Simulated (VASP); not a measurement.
NaF (Villiaumite):

```
Na F
1.0
     0.00000    2.35053    2.35053
     2.35053    0.00000    2.35053
     2.35053    2.35053    0.00000
Na F
1 1
Direct
  0.00000 0.00000 0.00000
  0.50000 0.50000 0.50000
```

This cell differs from its parent crystal: volume scaled by 1.04.

Base run:

```yaml
Program: VASP 6.6.1
Functional: PBEsol
Potentials_or_basis: VASP PAW PBE potentials, release 64 (Na_pv, F)
Cutoff: 520 eV
k_mesh: 10 × 10 × 10
Occupations: fermi-dirac, width 0.05 eV
Spin: no spin polarisation
```

Its results: band gap on the k mesh 5.94 eV, direct; pressure -2.1 GPa.

Problem. The run is repeated on the same cell with these changes: functional from PBEsol to LDA; potentials or basis from VASP PAW PBE potentials, release 64 (Na_pv, F) to VASP PAW LDA potentials, release 64 (Na_pv, F). What comes out?

Solution. Band gap on the k mesh 5.74 eV, direct; pressure -6.0 GPa.

Caveats: the PAW data sets were made with another functional, which shifts forces and pressure a little (some runs).

A k mesh can miss the band edges.
